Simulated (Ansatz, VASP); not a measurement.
One calculation of Ni, two programs

INCAR

```
SYSTEM = Ni
PREC     = Accurate       ! precision mode
ENCUT    = 520            ! plane-wave cutoff, eV
EDIFF    = 1E-6           ! SCF threshold, eV
ISMEAR   = 1              ! smearing method
SIGMA    = 0.1            ! smearing width, eV
LREAL    = .FALSE.        ! projectors in reciprocal space
LASPH    = .TRUE.         ! aspherical terms in the spheres
NELM     = 150            ! most SCF steps
ALGO     = Normal         ! electronic algorithm
ISIF     = 2              ! what is computed and relaxed
LWAVE    = .FALSE.        ! write WAVECAR
LCHARG   = .TRUE.         ! write CHGCAR
ISPIN    = 2              ! spin polarisation
MAGMOM   = 1.5            ! initial moments
LORBIT   = 11             ! projections on sites
LMAXMIX  = 4              ! l up to which the mixer works
GGA      = CA             ! functional
LELF     = .TRUE.         ! ELF
LVHAR    = .TRUE.       
NBANDS   = 15             ! bands
```

File KPOINTS:

```
regular mesh
0
G
  17 17 17
  0 0 0
```

The input POSCAR:

```
Ni
1.0
   -0.0117462667      1.7560668667      1.7560668667
    1.7560668667     -0.0117462667      1.7560668667
    1.7560668667      1.7560668667     -0.0117462667
Ni
1
Direct
    0.0000000000      0.0000000000      0.0000000000
```

Input for Ansatz:

```yaml
crystal:
  lattice:
    - [-0.011746266666666666, 1.7560668666666668, 1.7560668666666668]
    - [1.7560668666666668, -0.011746266666666666, 1.7560668666666668]
    - [1.7560668666666668, 1.7560668666666668, -0.011746266666666666]
  atoms:
    - { symbol: Ni, position: [0.0, 0.0, 0.0], spin: 1.5 }
basis:
  ecutwfc: 520.0
kpoints:
  mp_grid:
    grid: [17, 17, 17]
hamiltonian:
  xc: lda
magnetization:
  spin_polarized: true
scf:
  lower_state_search: standard
  mixing:
    algorithm: broyden
    beta: 0.1
  occupations:
    method: cold
    width: 0.1
output:
  stress: true
```

Alike in both runs: task single point; functional LDA; k mesh 17 × 17 × 17; collinear spin.

|  | VASP | Ansatz |
| --- | --- | --- |
| version | VASP 6.6.1 | Ansatz 0.2.0 |
| potentials or method | VASP PAW LDA potentials, release 64 (Ni), cutoff 520 eV | plane waves, PAW |
| occupations | methfessel-paxton of order 1, width 0.1 eV | cold, width 0.1 eV |
| valence electrons in the cell | 10 | 18 |

Ansatz gave:

```
pressure (GPa)                                                : -17.7
traceless stress, the component that is largest in VASP (GPa) : 0.79
net moment per atom (μB)                                      : 0.67
size of the moment on the site where the two differ most (μB) : 0.70
```

Which values does VASP return?

Pressure (GPa): -17.6; traceless stress, the component that is largest in VASP (GPa): 0.75; net moment per atom (μB): 0.64; size of the moment on the site where the two differ most (μB): 0.65.

LDA's correlation is that of Perdew and Zunger in VASP and of Perdew and Wang (1992) in Ansatz. Site moments also hang on the region over which each program counts them. VASP's potentials hold 10 valence electrons a cell and Ansatz's 18, so a difference there can come from the potentials and not from the codes. Ansatz's warnings: stability check not made.
